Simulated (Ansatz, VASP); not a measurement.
# One calculation of SrLiBr3, two programs

File INCAR:

```
SYSTEM = SrLiBr3
PREC = Accurate ; ENCUT = 520
EDIFF = 1E-7 ; ISMEAR = 0
SIGMA = 0.1 ; LREAL = .FALSE.
LASPH = .TRUE. ; NELM = 60
ALGO = Normal ; ISIF = 2
LWAVE = .FALSE. ; LCHARG = .TRUE.
GGA = PE ; LELF = .TRUE.
LVHAR = .TRUE. ; NBANDS = 45
```

The input KPOINTS:

```
Automatic mesh
0
G
  4 2 2
  0 0 0
```

Contents of POSCAR:

```
SrLiBr3
1.0
    0.0000000000      0.0000000000      5.1592232529
    7.3593189409      0.0000000000      0.0000000000
    0.0000000000      7.3593189409      0.0000000000
Li Sr Br
2 2 6
Direct
    0.0000000000      0.5000000000      0.5000000000
    0.0000000000      0.0000000000      0.0000000000
    0.5000000000      0.0000000000      0.5000000000
    0.5000000000      0.5000000000      0.0000000000
    0.0000000000      0.8252310662      0.3252310662
    0.0000000000      0.6747689338      0.8252310662
    0.5000000000      0.5000000000      0.5000000000
    0.0000000000      0.1747689338      0.6747689338
    0.0000000000      0.3252310662      0.1747689338
    0.5000000000      0.0000000000      0.0000000000
```

Input for Ansatz:

```yaml
crystal:
  lattice:
    - [0.0, 0.0, 5.1592232529]
    - [7.3593189409, 0.0, 0.0]
    - [0.0, 7.3593189409, 0.0]
  atoms:
    - { symbol: Li, position: [0.0, 0.5, 0.5] }
    - { symbol: Li, position: [0.0, 0.0, 0.0] }
    - { symbol: Sr, position: [0.5, 0.0, 0.5] }
    - { symbol: Sr, position: [0.5, 0.5, 0.0] }
    - { symbol: Br, position: [0.0, 0.8252310662, 0.3252310662] }
    - { symbol: Br, position: [0.0, 0.6747689338, 0.8252310662] }
    - { symbol: Br, position: [0.5, 0.5, 0.5] }
    - { symbol: Br, position: [0.0, 0.1747689338, 0.6747689338] }
    - { symbol: Br, position: [0.0, 0.3252310662, 0.1747689338] }
    - { symbol: Br, position: [0.5, 0.0, 0.0] }
basis:
  ecutwfc: 420
kpoints:
  mp_grid: { grid: [4, 2, 2] }
hamiltonian:
  xc: pbe
scf:
  occupations: { method: gaussian, width: 0.1 }
  lower_state_search: "off"
output:
  forces: true
  stress: true
  eigenvalues: true
```

Alike in both runs: task single point; functional PBE; k mesh 4 × 2 × 2; occupations gaussian, width 0.1 eV; no spin polarisation.

```csv
,VASP,Ansatz
version,VASP 6.6.1,Ansatz 0.2.0
potentials or method,"VASP PAW PBE potentials, release 64 (Li_sv, Sr_sv, Br), cutoff 520 eV","scalar-relativistic, plane waves, PAW"
valence electrons in the cell,68,68
```

```csv
,VASP,Ansatz,Ansatz less VASP
gap on the k mesh at the Fermi level (eV),3.35,3.35,+0.001
least direct gap on the mesh (eV),3.35,3.35,+0.001
```

The k mesh is coarse, so the values compare programs but aren't converged. Noted on VASP's run: the cutoff is short for stress, so the pressure is rough.
